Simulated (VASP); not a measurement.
# Pt (Cmcm) in VASP: single point with r2SCAN

Aim: the single point of Pt with r2SCAN.

Program: VASP 6.6.1. These are calculated values, not measurements. Logs are shortened: lines on timing, memory, paths and dates and some standing lists are left out, and cuts for length are marked.

## (1) The cell of the first run

The structure is orthorhombic, space group Cmcm (No. 63). Conventional cell: a = 2.842 Å, b = 4.544 Å, c = 4.765 Å, α = 90.00°, β = 90.00°, γ = 90.00°. Pt (site symmetry m2m) has 12 Pt at 2.68 to 2.88 Å within 3.5 Å.

## (2) Single point, r2SCAN (strain +0.0400 x Voigt [1, -1, 0, 0, 0, 0])

POSCAR

```
Pt
1.0
    2.8422880885      0.0000000000      0.0000000000
   -1.4211440442      2.2721480211      0.0000000000
    0.0000000000      0.0000000000      4.7653532590
Pt
2
Direct
    0.6666666667      0.3333333333      0.7500000000
    0.3333333333      0.6666666667      0.2500000000
```

INCAR.step1

```
SYSTEM = Pt
PREC     = Accurate       ! precision mode
ENCUT    = 520            ! plane-wave cutoff, eV
ISMEAR   = 0              ! smearing method
SIGMA    = 0.15           ! smearing width, eV
LREAL    = .FALSE.        ! projectors in reciprocal space
LASPH    = .TRUE.         ! aspherical terms in the spheres
NELM     = 80             ! most SCF steps
NBANDS   = 17             ! bands
GGA      = PE             ! functional
ALGO     = Normal         ! electronic algorithm
EDIFF    = 1E-4           ! SCF threshold, eV
LWAVE    = .TRUE.         ! write WAVECAR
LCHARG   = .FALSE.        ! write CHGCAR
```

INCAR.step2

```
SYSTEM = Pt
PREC     = Accurate       ! precision mode
ENCUT    = 520            ! plane-wave cutoff, eV
EDIFF    = 1E-6           ! SCF threshold, eV
ISMEAR   = 0              ! smearing method
SIGMA    = 0.15           ! smearing width, eV
LREAL    = .FALSE.        ! projectors in reciprocal space
LASPH    = .TRUE.         ! aspherical terms in the spheres
NELM     = 80             ! most SCF steps
ALGO     = Normal         ! electronic algorithm
ISIF     = 2              ! what is computed and relaxed
LWAVE    = .FALSE.        ! write WAVECAR
LCHARG   = .FALSE.        ! write CHGCAR
METAGGA  = R2SCAN         ! meta-GGA
LMIXTAU  = .TRUE.       
NBANDS   = 17             ! bands
ISTART   = 1
```

KPOINTS

```
regular mesh
0
G
  24 24 12
  0 0 0
```

Potentials or basis: VASP PAW PBE potentials, release 64 (Pt).

Command:

```sh
cat potpaw_PBE.64/Pt/POTCAR > POTCAR
cp INCAR.step1 INCAR
mpirun -np 1 vasp_std > vasp.out
cp INCAR.step2 INCAR
mpirun -np 1 vasp_std > vasp.out
```

OUTCAR:

```text
SYSTEM = Pt
   PREC = Accurate
   ENCUT = 520
   EDIFF = 1E-6
   ISMEAR = 0
   LREAL = .FALSE.
   LASPH = .TRUE.
   NELM = 80
   ISIF = 2
   METAGGA = R2SCAN
   ISTART = 1

 ion  position               nearest neighbor table
   1  0.667  0.333  0.750-   2 2.82   2 2.82   2 2.88   2 2.88   2 2.88   2 2.88
   2  0.333  0.667  0.250-   1 2.82   1 2.82   1 2.88   1 2.88   1 2.88   1 2.88

  Warning from LATTYP: Monoclinic adjustment (A1->A3, A2->A1, A3->A2)!
  LATTYP: Found a base centered orthorhombic cell.
 ALAT       =     2.8422880885
 B/A-ratio  =     1.5988161301
 C/A-ratio  =     1.6765905181

  Lattice vectors:

 A1 = (   1.4211440442,  -2.2721480211,   0.0000000000)
 A2 = (   1.4211440443,   2.2721480211,   0.0000000000)
 A3 = (   0.0000000000,   0.0000000000,   4.7653532590)

Analysis of symmetry for initial positions (statically):
=====================================================================
 Subroutine PRICEL returns:
 Original cell was already a primitive cell.

 Routine SETGRP: Setting up the symmetry group for a
 base centered orthorhombic supercell.

 Subroutine GETGRP returns: Found  8 space group operations
 (whereof  4 operations were pure point group operations)
 out of a pool of  8 trial point group operations.

The static configuration has the point symmetry C_2h.
 The point group associated with its full space group is D_2h.

Analysis of symmetry for dynamics (positions and initial velocities):
=====================================================================
 Subroutine PRICEL returns:
 Original cell was already a primitive cell.

 Routine SETGRP: Setting up the symmetry group for a
 base centered orthorhombic supercell.

 Subroutine GETGRP returns: Found  8 space group operations
 (whereof  4 operations were pure point group operations)
 out of a pool of  8 trial point group operations.

The dynamic configuration has the point symmetry C_2h.
 The point group associated with its full space group is D_2h.

 Subroutine INISYM returns: Found  8 space group operations
 (whereof  4 operations are pure point group operations),
 and found     1 'primitive' translations

----------------------------------------------------------------------------------------

                                     Primitive cell

  volume of cell :      30.7751

  direct lattice vectors                    reciprocal lattice vectors
     2.842288089  0.000000000  0.000000000     0.351829220  0.220056086  0.000000000
    -1.421144044  2.272148021  0.000000000     0.000000000  0.440112172  0.000000000
     0.000000000  0.000000000  4.765353259     0.000000000  0.000000000  0.209848031
[... 86 lines left out ...]
   EDIFFG = 0.1E-04   stopping-criterion for IOM
   NSW    =      0    number of steps for IOM
   IBRION =     -1    ionic relax: 0-MD 1-quasi-New 2-CG
   NFREE  =      0    steps in history (QN), initial steepest desc. (CG)
   ISIF   =      2    stress and relaxation
   ISYM   =      2    0-nonsym 1-usesym 2-fastsym
   POTIM  = 0.5000    time-step for ionic-motion
   TEBEG  =    0.0;   TEEND  =   0.0 temperature during run
   PSTRESS=    0.0 pullay stress
   NELECT =      20.0000    total number of electrons
   NUPDOWN=      -1.0000    fix difference up-down
   EMIN   =  10.00;   EMAX   =-10.00  energy-range for DOS
   EFERMI =   0.00;   METHOD = LEGACY
   ISMEAR =     0;   SIGMA  =   0.15  broadening in eV -4-tet -1-fermi 0-gaus
   EFERMI_NEDOS =   21; number of points for ismear=-14 and -15
   IALGO  =     38    algorithm
   IMIX   =      4    mixing-type and parameters
     AMIX     =   0.40;   BMIX     =  1.00
     AMIX_MAG =   1.60;   BMIX_MAG =  1.00
  volume/ion in A,a.u.               =      15.39       103.84
  Fermi-wavevector in a.u.,A,eV,Ry     =   1.418028  2.679685 27.358652  2.010804
  Thomas-Fermi vector in A             =   2.539197
   LORBIT       =      0    0 simple, 1 ext, 2 COOP (PROOUT), +10 PAW based schemes
   METAGGA = R2SCAN    functional components
   LHFCALC =     F    Hartree Fock is set to
   AEXX    =    0.0000 exact exchange contribution
   IVDW    =     0    specifies the selected vdW correction
   LEPSILON=     F    determine dielectric tensor
   LRPA    =     F    only Hartree local field effects (RPA)
 non-spin polarized calculation
 Gauss-broadening in eV      SIGMA  =   0.15
  energy-cutoff  :      520.00
  volume of cell :       30.78
 maximum number of plane-waves:       854
 NGX is ok and might be reduce to    24
   NGX = 11   NGY =  9   NGZ = 17

 number of electron      20.0000002 magnetization

 Free energy of the ion-electron system (eV)
  ---------------------------------------------------
  ext. energy  EPLUGINS =         0.00000000
  ---------------------------------------------------
  free energy    TOTEN  =      -102.82805325 eV

  energy without entropy =     -102.78980252  energy(sigma->0) =     -102.80892789

 E-fermi :  10.5821     XC(G=0): -14.4729

 val. band max:       10.5782267790   @ k =   0.2500   0.0000   0.0000
 cond. band min:      10.5821719559   @ k =   0.2917   0.1250   0.5000
 fundamental gap:      0.0039451769
 Fermi energy:        10.5820980064

 k-point     1 :       0.0000    0.0000    0.0000
  band No.  band energies     occupation
      1       0.3748      2.00000
      2       3.0346      2.00000
      3       6.1981      2.00000
      4       6.3106      2.00000
      5       6.6202      2.00000
      6       7.6901      2.00000
[... 457 lines left out ...]
      4       6.7884      2.00000
      5       7.0408      2.00000
      6       7.6420      2.00000
[... 9 lines left out ...]
     16      24.4905      0.00000
     17      25.0075      0.00000

 [... further k-points ...]

------------------------ aborting loop because EDIFF is reached ----------------------------------------

  FORCE on cell =-STRESS in cart. coord.  units (eV):
  Direction    XX          YY          ZZ          XY          YZ          ZX
  --------------------------------------------------------------------------------------
  -------------------------------------------------------------------------------------
  Total       -0.6149917      2.3543247     -0.1935279      0.0000000      0.0000000      0.0000000
  in kB      -32.0169528    122.5680085    -10.0752153      0.0000000      0.0000000      0.0000000
  external PRESSURE =      26.8252801 kB  Pullay stress =       0.0000000 kB

 VOLUME and BASIS-vectors are now :
 -----------------------------------------------------------------------------
  energy-cutoff  :      520.00
  volume of cell :       30.78
      direct lattice vectors                 reciprocal lattice vectors
     2.842288089  0.000000000  0.000000000     0.351829220  0.220056086  0.000000000
    -1.421144044  2.272148021  0.000000000     0.000000000  0.440112172  0.000000000
     0.000000000  0.000000000  4.765353259     0.000000000  0.000000000  0.209848031

 POSITION                                       TOTAL-FORCE (eV/Angst)
 -----------------------------------------------------------------------------------
      1.42114      0.75738      3.57401         0.000000      0.058759      0.000000
     -0.00000      1.51477      1.19134        -0.000000     -0.058759      0.000000
 -----------------------------------------------------------------------------------
    total drift:                               -0.000000      0.000000     -0.000000

  FREE ENERGIE OF THE ION-ELECTRON SYSTEM (eV)
  ---------------------------------------------------
  free  energy   TOTEN  =      -102.8280532546 eV

  energy  without entropy=     -102.7898025248  energy(sigma->0) =     -102.80892789
```

OUTCAR.step1:

```text
SYSTEM = Pt
   PREC = Accurate
   ENCUT = 520
   ISMEAR = 0
   LREAL = .FALSE.
   LASPH = .TRUE.
[... 707 lines left out ...]
      1.42114      0.75738      3.57401         0.000000      0.065352     -0.000000
     -0.00000      1.51477      1.19134        -0.000000     -0.065352      0.000000
 -----------------------------------------------------------------------------------
    total drift:                               -0.000000      0.000000     -0.000000

  FREE ENERGIE OF THE ION-ELECTRON SYSTEM (eV)
  ---------------------------------------------------
  free  energy   TOTEN  =       -12.0181224267 eV

  energy  without entropy=      -11.9760577452  energy(sigma->0) =      -11.99709009
```

OSZICAR.step1:

```text
N       E                     dE             d eps       ncg     rms          rms(c)
DAV:   1     0.102738217425E+03    0.10274E+03   -0.10496E+04 37414   0.114E+03
DAV:   2    -0.108868024177E+02   -0.11363E+03   -0.10800E+03 40393   0.246E+02
DAV:   3    -0.127498930154E+02   -0.18631E+01   -0.18385E+01 45645   0.313E+01
DAV:   4    -0.127594516870E+02   -0.95587E-02   -0.95568E-02 44660   0.234E+00
DAV:   5    -0.127595456406E+02   -0.93954E-04   -0.93953E-04 46109   0.242E-01    0.175E+01
DAV:   6    -0.120973881795E+02    0.66216E+00   -0.10039E+00 39349   0.899E+00    0.935E+00
DAV:   7    -0.120258808847E+02    0.71507E-01   -0.20814E-01 44862   0.406E+00    0.292E+00
DAV:   8    -0.120184945999E+02    0.73863E-02   -0.24275E-02 40562   0.127E+00    0.761E-01
DAV:   9    -0.120181099924E+02    0.38461E-03   -0.42871E-04 42486   0.175E-01    0.681E-02
DAV:  10    -0.120181224267E+02   -0.12434E-04   -0.11369E-05 20282   0.239E-02
   1 F= -.12018122E+02 E0= -.11997090E+02  d E =-.420647E-01
```

It took 8.4 min on 1 thread of Intel Xeon 6975P-C (Granite Rapids), shared host; peak memory 0.55 GiB.

What came out:

```
Free energy            : -102.8281 eV
Pressure               : 2.7 GPa
Largest force          : 0.059 eV/Å
Band gap on the k mesh : zero (bands 10 and 11 overlap by 1.75 eV)
```

Forces in eV/Å, atoms in the order of the input:
```
Pt   0.000  0.059  0.000
Pt   0.000 -0.059  0.000
```

Stress tensor (GPa, compression positive):
```
-3.20  0.00  0.00
 0.00 12.26  0.00
 0.00  0.00 -1.01
```

Caveat: the cell differs from its parent crystal (strain +0.0400 x Voigt [1, -1, 0, 0, 0, 0]); the stress differs along the axes, from -3 to 12 GPa; the PAW data sets were made with another functional, which shifts forces and pressure a little; spin-orbit coupling is left out, which moves the levels of the heavy elements.
